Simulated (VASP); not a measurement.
Wanted: the native input for a VASP 6.6.1 run.

```yaml
Task: relaxation of cell and atoms
Functional: PBE
Potentials_or_basis: VASP PAW PBE potentials, release 64 (W_sv, S)
Cutoff: 600 eV
k_mesh: 10 × 10 × 3
Occupations: fermi-dirac, width 0.05 eV
Spin: no spin polarisation
Target_pressure: 30 GPa
Dipole_correction: no
Further_INCAR_settings: ALGO = Normal; EDIFF = 1e-06; IBRION = 2; EDIFFG = -0.01; NSW = 60; ISIF = 3
```

The structure of WS2 lies in POSCAR:

```
WS2
1.0
    3.1800000000      0.0000000000      0.0000000000
   -1.5900000000      2.7539607840      0.0000000000
    0.0000000000      0.0000000000     12.5000000000
W S
2 4
Direct
    0.6666666667      0.3333333333      0.7500000000
    0.3333333333      0.6666666667      0.2500000000
    0.6666666667      0.3333333333      0.3750000000
    0.3333333333      0.6666666667      0.8750000000
    0.6666666667      0.3333333333      0.1250000000
    0.3333333333      0.6666666667      0.6250000000
```

These files were run (other wordings do the same):

INCAR

```
SYSTEM = WS2
ALGO     = Normal         ! electronic algorithm
EDIFF    = 1E-6           ! SCF threshold, eV
EDIFFG   = -0.01          ! ionic threshold
ENCUT    = 600            ! plane-wave cutoff, eV
GGA      = PE             ! functional
IBRION   = 2              ! ionic algorithm
ISIF     = 3              ! what is computed and relaxed
ISMEAR   = -1             ! smearing method
LASPH    = .True.         ! aspherical terms in the spheres
LCHARG   = .False.        ! write CHGCAR
LREAL    = .False.        ! projectors in reciprocal space
LWAVE    = .False.        ! write WAVECAR
NELM     = 80             ! most SCF steps
NSW      = 60             ! ionic steps
PREC     = Accurate       ! precision mode
PSTRESS  = 300.0        
SIGMA    = 0.05           ! smearing width, eV
```

KPOINTS

```
k-points
0
Gamma
  10 10 3
  0 0 0
```

Potentials or basis: VASP PAW PBE potentials, release 64 (W_sv, S).

Command:

```console
$ cat potpaw_PBE.64/W_sv/POTCAR potpaw_PBE.64/S/POTCAR > POTCAR
$ mpirun -np 1 vasp_std > vasp.out
```

It gave:

* Relaxed volume: 14.27 Å³/atom
* Relaxed cell: a = 3.007 Å, b = 3.007 Å, c = 10.939 Å, α = 90.00°, β = 90.00°, γ = 120.00°
* Space group after relaxing (to 0.1 Å): P6_3/mmc (No. 194)
* Energy change on relaxing (the run minimises the enthalpy): +297.4 meV/atom
* Ionic steps: 19
* Pressure after relaxing: 30.0 GPa
* Band gap on the k mesh: 0.14 eV (least direct gap 1.52 eV)

Caveat: the cell is relaxed towards a set pressure, so the run minimises the enthalpy, not the energy; the volume moved by over 15 % at a fixed basis, so the end points are rough; spin-orbit coupling is left out, which moves the levels of the heavy elements.

Wall time 39 min on 1 thread of Oxide Virtual Turin-like Processor (shared host), peak memory 0.31 GiB.
